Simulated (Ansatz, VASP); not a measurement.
**B in VASP and in Ansatz**

```
B
1.0
     2.87832    0.00000    0.00000
    -1.43916    2.49269    0.00000
     0.00000    0.00000    2.84271
B
3
Direct
  0.00000 0.00000 0.00000
  0.33333 0.66667 0.50000
  0.66667 0.33333 0.50000
```

Alike in both runs: functional RPBE; k mesh 11 × 11 × 15; occupations fermi-dirac, width 0.1 eV; no spin polarisation.

Ansatz relaxed the structure, and its values are those at the end. VASP's run is a single point on that final structure, the one shown.

|  | VASP | Ansatz |
| --- | --- | --- |
| version | VASP 6.6.1 | Ansatz 0.2.0 |
| potentials or method | VASP PAW PBE potentials, release 64 (B), cutoff 520 eV | plane waves (420 eV) with PAW, scalar-relativistic |
| valence electrons in the cell | 9 | 9 |

VASP gave:

```
pressure (GPa) : -0.2
```

Problem. What did Ansatz give for the same quantities?

Solution. Pressure (GPa): 0.0.

VASP's potentials were made for PBE, not for RPBE.
